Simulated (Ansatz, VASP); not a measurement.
**W3N4: VASP beside Ansatz**

```xyz
7
Lattice="7.7895 0.0000 0.0000 0.0000 7.7895 0.0000 0.0000 0.0000 7.7895" Properties=species:S:1:pos:R:3 pbc="T T T"
W     3.8947    3.8947    0.0000
W     0.0000    3.8947    3.8947
W     3.8947    0.0000    3.8947
N     3.8947    3.8947    3.8947
N     3.8947    0.0000    0.0000
N     0.0000    3.8947    0.0000
N     0.0000    0.0000    3.8947
```

Alike in both runs: task single point; functional PBE; k mesh 4 × 4 × 4; occupations gaussian, width 0.1 eV; no spin polarisation.

```csv
,VASP,Ansatz
version,VASP 6.6.1,Ansatz 0.2.0
potentials or method,"VASP PAW PBE potentials, release 64 (W_sv, N), cutoff 520 eV","scalar-relativistic, plane waves, PAW"
valence electrons in the cell,62,62
```

|  | VASP | Ansatz | Ansatz less VASP |
| --- | --- | --- | --- |
| gap on the k mesh at the Fermi level (eV) | none | none | - |
| pressure (GPa) | -5.7 | -5.7 | +0.01 |

A gap of «none» marks a metal or a gap that the smearing closes. The functional is the same, so the differences come from potentials, cutoffs and numerics.

Neither program's run includes spin-orbit coupling.
